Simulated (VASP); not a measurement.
# TaN in VASP: further runs

The runs below take TaN through single point, with r2SCAN.

Program: VASP 6.6.1. These are calculated values, not measurements. Logs are shortened: lines on timing, memory, paths and dates and some standing lists are left out, and cuts for length are marked.

### Step 1. The cell of the first run

The structure is cubic, space group Fm-3m (No. 225). Conventional cell: a = 4.467 Å, b = 4.467 Å, c = 4.467 Å, α = 90.00°, β = 90.00°, γ = 90.00°. Within 3.0 Å of Ta (site symmetry m-3m) lie 6 N at 2.23 Å. N (site symmetry m-3m) has 6 Ta at 2.23 Å within 3.0 Å.

### Step 2. Single point, r2SCAN (strain +0.025 along x and y, +0.025 along z)

File POSCAR:

```
TaN
1.0
    0.0000000000      2.2334750000      2.2334750000
    2.2334750000      0.0000000000      2.2334750000
    2.2334750000      2.2334750000      0.0000000000
Ta N
1 1
Direct
    0.5000000000      0.5000000000      0.5000000000
    0.0000000000      0.0000000000      0.0000000000
```

File INCAR.step1:

```
  PREC = Accurate
  ENCUT = 660
  ISMEAR = 0
  SIGMA = 0.15
  LREAL = False
  LASPH = True
  NELM = 120
  NBANDS = 16
  GGA = PE
  ALGO = Normal
  EDIFF = 1E-5
  LWAVE = True
  LCHARG = False
  GGA_COMPAT = False
```

File INCAR.step2:

```
  PREC = Accurate
  ENCUT = 660
  EDIFF = 1E-6
  ISMEAR = 0
  SIGMA = 0.15
  LREAL = False
  LASPH = True
  NELM = 120
  ALGO = Normal
  ISIF = 2
  LWAVE = False
  LCHARG = False
  METAGGA = R2SCAN
  LMIXTAU = True
  NBANDS = 16
  ISTART = 1
  GGA_COMPAT = False
```

File KPOINTS:

```
Automatic mesh
0
Gamma
  18 18 18
```

Potentials or basis: VASP PAW PBE potentials, release 64 (Ta_sv_GW, N).

Started as:

```
$ cat potpaw_PBE.64/Ta_sv_GW/POTCAR potpaw_PBE.64/N/POTCAR > POTCAR
$ cp INCAR.step1 INCAR
$ mpirun -np 1 vasp_std > vasp.out
$ cp INCAR.step2 INCAR
$ mpirun -np 1 vasp_std > vasp.out
```

OUTCAR:

```text
PREC = Accurate
   ENCUT = 660
   EDIFF = 1E-6
   ISMEAR = 0
   LREAL = False
   LASPH = True
   NELM = 120
   ISIF = 2
   METAGGA = R2SCAN
   ISTART = 1

 ion  position               nearest neighbor table
   1  0.500  0.500  0.500-   2 2.23   2 2.23   2 2.23   2 2.23   2 2.23   2 2.23
   2  0.000  0.000  0.000-   1 2.23   1 2.23   1 2.23   1 2.23   1 2.23   1 2.23

  LATTYP: Found a face centered cubic cell.
 ALAT       =     4.4669500000

  Lattice vectors:

 A1 = (   0.0000000000,   2.2334750000,   2.2334750000)
 A2 = (   2.2334750000,   0.0000000000,   2.2334750000)
 A3 = (   2.2334750000,   2.2334750000,   0.0000000000)

Analysis of symmetry for initial positions (statically):
=====================================================================
 Subroutine PRICEL returns:
 Original cell was already a primitive cell.

 Routine SETGRP: Setting up the symmetry group for a
 face centered cubic supercell.

 Subroutine GETGRP returns: Found 48 space group operations
 (whereof 48 operations were pure point group operations)
 out of a pool of 48 trial point group operations.

The static configuration has the point symmetry O_h .

Analysis of symmetry for dynamics (positions and initial velocities):
=====================================================================
 Subroutine PRICEL returns:
 Original cell was already a primitive cell.

 Routine SETGRP: Setting up the symmetry group for a
 face centered cubic supercell.

 Subroutine GETGRP returns: Found 48 space group operations
 (whereof 48 operations were pure point group operations)
 out of a pool of 48 trial point group operations.

The dynamic configuration has the point symmetry O_h .

 Subroutine INISYM returns: Found 48 space group operations
 (whereof 48 operations are pure point group operations),
 and found     1 'primitive' translations

----------------------------------------------------------------------------------------

                                     Primitive cell

  volume of cell :      22.2830

  direct lattice vectors                    reciprocal lattice vectors
     0.000000000  2.233475000  2.233475000    -0.223866397  0.223866397  0.223866397
     2.233475000  0.000000000  2.233475000     0.223866397 -0.223866397  0.223866397
     2.233475000  2.233475000  0.000000000     0.223866397  0.223866397 -0.223866397

  length of vectors
     3.158610636  3.158610636  3.158610636     0.387747973  0.387747973  0.387747973

  position of ions in fractional coordinates (direct lattice)
     0.500000000  0.500000000  0.500000000
     0.000000000  0.000000000  0.000000000

  ion indices of the primitive-cell ions
   primitive index   ion index
                 1           1
                 2           2

----------------------------------------------------------------------------------------

 KPOINTS: Automatic mesh

Automatic generation of k-mesh.
 Grid dimensions read from file:
 generate k-points for:   18   18   18

 Generating k-lattice:

  Cartesian coordinates                     Fractional coordinates (reciprocal lattice)
    -0.012437022  0.012437022  0.012437022     0.055555556  0.000000000  0.000000000
     0.012437022 -0.012437022  0.012437022     0.000000000  0.055555556  0.000000000
     0.012437022  0.012437022 -0.012437022     0.000000000  0.000000000  0.055555556

  Length of vectors
     0.021541554  0.021541554  0.021541554

  Shift w.r.t. Gamma in fractional coordinates (k-lattice)
     0.000000000  0.000000000  0.000000000

 Subroutine IBZKPT returns following result:
 ===========================================

 Found    195 irreducible k-points:

 Following reciprocal coordinates:
            Coordinates               Weight
  0.000000  0.000000  0.000000      1.000000
  0.055556  0.000000  0.000000      8.000000
  0.111111  0.000000  0.000000      8.000000
  0.166667  0.000000  0.000000      8.000000
  0.222222  0.000000  0.000000      8.000000
  0.277778  0.000000  0.000000      8.000000
[... 16 lines left out ...]
 -0.277778  0.055556  0.000000     24.000000
 -0.222222  0.055556  0.000000     24.000000
 [... further k-points ...]
   k-points           NKPTS =    195   k-points in BZ     NKDIM =    195   number of bands    NBANDS=     16
   number of dos      NEDOS =    301   number of ions     NIONS =      2
   total plane-waves  NPLWV =  21952
   dimension x,y,z NGX =    28 NGY =   28 NGZ =   28
   dimension x,y,z NGXF=    56 NGYF=   56 NGZF=   56
   ions per type =               1   1
   NGX,Y,Z   is equivalent  to a cutoff of  14.74, 14.74, 14.74 a.u.
   NGXF,Y,Z  is equivalent  to a cutoff of  29.47, 29.47, 29.47 a.u.
 SYSTEM =  unknown system
   PREC   = accura    normal or accurate (medium, high low for compatibility)
   ISTART =      1    job   : 0-new  1-cont  2-samecut
   ICHARG =      0    charge: 1-file 2-atom 10-const
   ISPIN  =      1    spin polarized calculation?
   LNONCOLLINEAR =      F non collinear calculations
   LSORBIT =      F    spin-orbit coupling
   LASPH  =      T    aspherical Exc in radial PAW
   ENCUT  =  660.0 eV  48.51 Ry    6.96 a.u.   6.62  6.62  6.62*2*pi/ulx,y,z
   NELM   =    120;   NELMIN=  2; NELMDL=  0     # of ELM steps
   EDIFF  = 0.1E-05   stopping-criterion for ELM
   LREAL  =      F    real-space projection
   EDIFFG = 0.1E-04   stopping-criterion for IOM
   NSW    =      0    number of steps for IOM
   IBRION =     -1    ionic relax: 0-MD 1-quasi-New 2-CG
   NFREE  =      0    steps in history (QN), initial steepest desc. (CG)
   ISIF   =      2    stress and relaxation
   ISYM   =      2    0-nonsym 1-usesym 2-fastsym
   POTIM  = 0.5000    time-step for ionic-motion
   TEBEG  =    0.0;   TEEND  =   0.0 temperature during run
   PSTRESS=    0.0 pullay stress
   NELECT =      18.0000    total number of electrons
   NUPDOWN=      -1.0000    fix difference up-down
   EMIN   =  10.00;   EMAX   =-10.00  energy-range for DOS
   EFERMI =   0.00;   METHOD = LEGACY
   ISMEAR =     0;   SIGMA  =   0.15  broadening in eV -4-tet -1-fermi 0-gaus
   EFERMI_NEDOS =   21; number of points for ismear=-14 and -15
   IALGO  =     38    algorithm
   IMIX   =      4    mixing-type and parameters
     AMIX     =   0.40;   BMIX     =  1.00
     AMIX_MAG =   1.60;   BMIX_MAG =  1.00
  volume/ion in A,a.u.               =      11.14        75.19
  Fermi-wavevector in a.u.,A,eV,Ry     =   1.524665  2.881200 31.628169  2.324605
  Thomas-Fermi vector in A             =   2.632941
   LORBIT       =      0    0 simple, 1 ext, 2 COOP (PROOUT), +10 PAW based schemes
   METAGGA = R2SCAN    functional components
   LHFCALC =     F    Hartree Fock is set to
   AEXX    =    0.0000 exact exchange contribution
   IVDW    =     0    specifies the selected vdW correction
   LEPSILON=     F    determine dielectric tensor
   LRPA    =     F    only Hartree local field effects (RPA)
 non-spin polarized calculation
 Gauss-broadening in eV      SIGMA  =   0.15
  energy-cutoff  :      660.00
  volume of cell :       22.28
 maximum number of plane-waves:       881
   NGX = 13   NGY = 13   NGZ = 13

 number of electron      18.0000000 magnetization

 Free energy of the ion-electron system (eV)
  ---------------------------------------------------
  ext. energy  EPLUGINS =         0.00000000
  ---------------------------------------------------
  free energy    TOTEN  =       -62.16256026 eV

  energy without entropy =      -62.15265501  energy(sigma->0) =      -62.15760764

 E-fermi :  13.1616     XC(G=0): -14.4557

 val. band max:       13.1539781461   @ k =   0.3889   0.0556   0.0000
 cond. band min:      13.1666555656   @ k =  -0.2778   0.3333   0.1111
 fundamental gap:      0.0126774195
 Fermi energy:        13.1616310800

 k-point     1 :       0.0000    0.0000    0.0000
  band No.  band energies     occupation
      1     -58.5872      2.00000
      2     -24.0779      2.00000
      3     -24.0779      2.00000
      4     -24.0779      2.00000
      5      -6.4502      2.00000
      6       9.1425      2.00000
[... 8 lines left out ...]
     15      22.8423      0.00000
     16      36.8766      0.00000

 k-point     2 :       0.0556    0.0000    0.0000
  band No.  band energies     occupation
      1     -58.5858      2.00000
      2     -24.1015      2.00000
      3     -24.0800      2.00000
      4     -24.0800      2.00000
      5      -6.3816      2.00000
      6       8.7466      2.00000
[... 8 lines left out ...]
     15      23.0621      0.00000
     16      35.7765      0.00000

 k-point     3 :       0.1111    0.0000    0.0000
  band No.  band energies     occupation
      1     -58.5818      2.00000
      2     -24.1689      2.00000
      3     -24.0862      2.00000
      4     -24.0862      2.00000
      5      -6.1817      2.00000
      6       7.8796      2.00000
[... 8 lines left out ...]
     15      23.6787      0.00000
     16      33.9038      0.00000

 k-point     4 :       0.1667    0.0000    0.0000
  band No.  band energies     occupation
      1     -58.5755      2.00000
      2     -24.2706      2.00000
      3     -24.0957      2.00000
      4     -24.0957      2.00000
      5      -5.8673      2.00000
      6       6.8666      2.00000
[... 8 lines left out ...]
     15      24.5470      0.00000
     16      32.0991      0.00000
[... 324 lines left out ...]
 k-point    22 :      -0.3333    0.0556    0.0000
  band No.  band energies     occupation
      1     -58.5490      2.00000
      2     -24.6663      2.00000
      3     -24.1589      2.00000
      4     -24.1280      2.00000
      5      -4.4021      2.00000
      6       3.7978      2.00000
[... 8 lines left out ...]
     15      24.9433      0.00000
     16      27.2236      0.00000

 k-point    23 :      -0.2778    0.0556    0.0000
  band No.  band energies     occupation
      1     -58.5562      2.00000
      2     -24.5588      2.00000
      3     -24.1491      2.00000
      4     -24.1150      2.00000
      5      -4.8380      2.00000
      6       4.5515      2.00000
[... 8 lines left out ...]
     15      25.4175      0.00000
     16      28.3769      0.00000

 k-point    24 :      -0.2222    0.0556    0.0000
  band No.  band energies     occupation
      1     -58.5642      2.00000
      2     -24.4370      2.00000
      3     -24.1364      2.00000
      4     -24.1022      2.00000
      5      -5.2858      2.00000
      6       5.4249      2.00000
[... 8 lines left out ...]
     15      25.5858      0.00000
     16      29.4410      0.00000

 [... further k-points ...]

------------------------ aborting loop because EDIFF is reached ----------------------------------------

  FORCE on cell =-STRESS in cart. coord.  units (eV):
  Direction    XX          YY          ZZ          XY          YZ          ZX
  --------------------------------------------------------------------------------------
  -------------------------------------------------------------------------------------
  Total       -2.1137877     -2.1137877     -2.1137877      0.0000000     -0.0000000      0.0000000
  in kB     -151.9842775   -151.9842775   -151.9842775      0.0000000     -0.0000000      0.0000000
  external PRESSURE =    -151.9842775 kB  Pullay stress =       0.0000000 kB

 VOLUME and BASIS-vectors are now :
 -----------------------------------------------------------------------------
  energy-cutoff  :      660.00
  volume of cell :       22.28
      direct lattice vectors                 reciprocal lattice vectors
     0.000000000  2.233475000  2.233475000    -0.223866397  0.223866397  0.223866397
     2.233475000  0.000000000  2.233475000     0.223866397 -0.223866397  0.223866397
     2.233475000  2.233475000  0.000000000     0.223866397  0.223866397 -0.223866397

 POSITION                                       TOTAL-FORCE (eV/Angst)
 -----------------------------------------------------------------------------------
      2.23347      2.23347      2.23347         0.000000     -0.000000     -0.000000
      0.00000      0.00000      0.00000        -0.000000      0.000000      0.000000
 -----------------------------------------------------------------------------------
    total drift:                                0.000000      0.000000      0.000000

  FREE ENERGIE OF THE ION-ELECTRON SYSTEM (eV)
  ---------------------------------------------------
  free  energy   TOTEN  =       -62.1625602620 eV

  energy  without entropy=      -62.1526550106  energy(sigma->0) =      -62.15760764
```

Run time: 5.1 min. Hardware: 1 thread of Intel Xeon Platinum 8259CL at 2.50GHz (Skylake/Cascade Lake), shared host; peak memory 0.26 GiB.

Results:

- Free energy: -62.1626 eV
- Pressure: -15.2 GPa
- Band gap on the k mesh: zero (bands 9 and 10 overlap by 3.81 eV)

Levels at points of the mesh, in eV from the Fermi level:
| k point | band 6 | band 7 | band 8 | band 9 | band 10 | band 11 | band 12 | band 13 |
| --- | --- | --- | --- | --- | --- | --- | --- | --- |
| (0.00, 0.00, 0.00) | -4.02 | -4.02 | -4.02 | -2.04 | -2.04 | -2.04 | 0.15 | 0.15 |
| (0.50, 0.00, 0.00) | -10.43 | -7.63 | -7.63 | 1.78 | 1.78 | 1.91 | 3.88 | 7.34 |
| (0.50, 0.50, 0.00) | -6.98 | -5.28 | -4.89 | -4.89 | 2.10 | 3.28 | 3.28 | 4.24 |

Caveat: the cell differs from its parent crystal (strain +0.025 along x and y, +0.025 along z); the cell stands under tension; the PAW data sets were made with another functional, which shifts forces and pressure a little; spin-orbit coupling is left out, which moves the levels of the heavy elements.

### Step 3. Single point, r2SCAN (strain +0.050 along x and y, +0.025 along z)

File POSCAR:

```
TaN
1.0
    0.0000000000      2.2879500000      2.2334750000
    2.2879500000      0.0000000000      2.2334750000
    2.2879500000      2.2879500000      0.0000000000
Ta N
1 1
Direct
    0.5000000000      0.5000000000      0.5000000000
    0.0000000000      0.0000000000      0.0000000000
```

File INCAR.step1:

```
SYSTEM = TaN
PREC = Accurate
ENCUT = 520
ISMEAR = 0
SIGMA = 0.15
LREAL = .FALSE.
LASPH = .TRUE.
NELM = 100
NBANDS = 15
GGA = PE
ALGO = Normal
EDIFF = 1E-4
LWAVE = .TRUE.
LCHARG = .FALSE.
```

File INCAR.step2:

```
SYSTEM = TaN
PREC = Accurate
ENCUT = 520
EDIFF = 1E-6
ISMEAR = 0
SIGMA = 0.15
LREAL = .FALSE.
LASPH = .TRUE.
NELM = 100
ALGO = Normal
ISIF = 2
LWAVE = .FALSE.
LCHARG = .TRUE.
METAGGA = R2SCAN
LMIXTAU = .TRUE.
LELF = .TRUE.
LVHAR = .TRUE.
NBANDS = 15
ISTART = 1
```

File KPOINTS:

```
Automatic mesh
0
G
  18 18 18
  0 0 0
```

Potentials or basis: VASP PAW PBE potentials, release 64 (Ta_pv, N).

Started as:

```
$ cat potpaw_PBE.64/Ta_pv/POTCAR potpaw_PBE.64/N/POTCAR > POTCAR
$ cp INCAR.step1 INCAR
$ mpirun -np 1 vasp_std > vasp.out
$ cp INCAR.step2 INCAR
$ mpirun -np 1 vasp_std > vasp.out
```

OUTCAR:

```text
SYSTEM = TaN
   PREC = Accurate
   ENCUT = 520
   EDIFF = 1E-6
   ISMEAR = 0
   LREAL = .FALSE.
   LASPH = .TRUE.
   NELM = 100
   ISIF = 2
   METAGGA = R2SCAN
   ISTART = 1

 ion  position               nearest neighbor table
   1  0.500  0.500  0.500-   2 2.23   2 2.23   2 2.29   2 2.29   2 2.29   2 2.29
   2  0.000  0.000  0.000-   1 2.23   1 2.23   1 2.29   1 2.29   1 2.29   1 2.29

  LATTYP: Found a body centered tetragonal cell.
 ALAT       =     3.2356499200
 C/A-ratio  =     1.3805418109

  Lattice vectors:

[... 620 lines left out ...]

  FORCE on cell =-STRESS in cart. coord.  units (eV):
  Direction    XX          YY          ZZ          XY          YZ          ZX
  --------------------------------------------------------------------------------------
  -------------------------------------------------------------------------------------
  Total       -4.1645729     -4.1645729     -2.8701891      0.0000000      0.0000000     -0.0000000
  in kB     -285.3493579   -285.3493579   -196.6604132      0.0000000      0.0000000     -0.0000000
  external PRESSURE =    -255.7863763 kB  Pullay stress =       0.0000000 kB

 VOLUME and BASIS-vectors are now :
 -----------------------------------------------------------------------------
  energy-cutoff  :      520.00
  volume of cell :       23.38
      direct lattice vectors                 reciprocal lattice vectors
     0.000000000  2.287950000  2.233475000    -0.218536244  0.218536244  0.223866397
     2.287950000  0.000000000  2.233475000     0.218536244 -0.218536244  0.223866397
     2.287950000  2.287950000  0.000000000     0.218536244  0.218536244 -0.223866397

 POSITION                                       TOTAL-FORCE (eV/Angst)
 -----------------------------------------------------------------------------------
      2.28795      2.28795      2.23347         0.000000      0.000000      0.000000
      0.00000      0.00000      0.00000        -0.000000     -0.000000      0.000000
 -----------------------------------------------------------------------------------
    total drift:                                0.000000     -0.000000     -0.000000

  FREE ENERGIE OF THE ION-ELECTRON SYSTEM (eV)
  ---------------------------------------------------
  free  energy   TOTEN  =       -59.4452326360 eV

  energy  without entropy=      -59.4350906802  energy(sigma->0) =      -59.44016166
```

OUTCAR.step1:

```text
SYSTEM = TaN
   PREC = Accurate
   ENCUT = 520
   ISMEAR = 0
   LREAL = .FALSE.
   LASPH = .TRUE.
[... 654 lines left out ...]
      2.28795      2.28795      2.23347         0.000000      0.000000      0.000000
      0.00000      0.00000      0.00000        -0.000000     -0.000000      0.000000
 -----------------------------------------------------------------------------------
    total drift:                                0.000000     -0.000000     -0.000000

  FREE ENERGIE OF THE ION-ELECTRON SYSTEM (eV)
  ---------------------------------------------------
  free  energy   TOTEN  =       -21.6917525519 eV

  energy  without entropy=      -21.6810791090  energy(sigma->0) =      -21.68641583
```

OSZICAR.step1:

```text
N       E                     dE             d eps       ncg     rms          rms(c)
DAV:   1     0.891080821414E+02    0.89108E+02   -0.87410E+03 14400   0.111E+03
DAV:   2    -0.218436349266E+02   -0.11095E+03   -0.10440E+03 18005   0.296E+02
DAV:   3    -0.247464677580E+02   -0.29028E+01   -0.28814E+01 15982   0.446E+01
DAV:   4    -0.247592501408E+02   -0.12782E-01   -0.12777E-01 18818   0.317E+00
DAV:   5    -0.247593409148E+02   -0.90774E-04   -0.90773E-04 16171   0.243E-01    0.200E+01
DAV:   6    -0.218469543014E+02    0.29124E+01   -0.60733E+00 17396   0.260E+01    0.801E+00
DAV:   7    -0.217310536262E+02    0.11590E+00   -0.55620E-01 15310   0.639E+00    0.575E+00
DAV:   8    -0.216986454236E+02    0.32408E-01   -0.18736E-01 16829   0.376E+00    0.146E+00
DAV:   9    -0.216918098956E+02    0.68355E-02   -0.20334E-02 16668   0.118E+00    0.336E-01
DAV:  10    -0.216917743455E+02    0.35550E-04   -0.10364E-03 17963   0.317E-01    0.687E-02
DAV:  11    -0.216917525519E+02    0.21794E-04   -0.26103E-05 10140   0.601E-02
   1 F= -.21691753E+02 E0= -.21686416E+02  d E =-.106734E-01
```

Wall time 6.7 min (1 thread of Intel Xeon 8259CL, shared host); peak memory 0.29 GiB.

What came out:

```yaml
Free_energy: -59.4452 eV
Pressure: -25.6 GPa
Band_gap_on_the_k_mesh: zero (bands 8 and 9 overlap by 3.53 eV)
```

Stress tensor (GPa, compression positive):
```
-28.53   0.00   0.00
  0.00 -28.53   0.00
  0.00   0.00 -19.67
```

Levels at points of the mesh, in eV from the Fermi level:
```
           k point  band 6  band 7  band 8  band 9  band 10  band 11
(0.00, 0.00, 0.00)   -3.88   -3.81   -2.00   -2.00    -1.74    -0.03
(0.50, 0.00, 0.00)   -7.31   -7.29    1.53    1.73     1.80     3.78
(0.50, 0.50, 0.00)   -5.00   -4.82   -4.82    1.95     3.03     3.03
(0.50, 0.00, 0.50)   -4.95   -4.73   -4.69    1.88     2.87     3.15
```

Caveat: the cell differs from its parent crystal (strain +0.050 along x and y, +0.025 along z); the cell stands under tension; the PAW data sets were made with another functional, which shifts forces and pressure a little; spin-orbit coupling is left out, which moves the levels of the heavy elements.
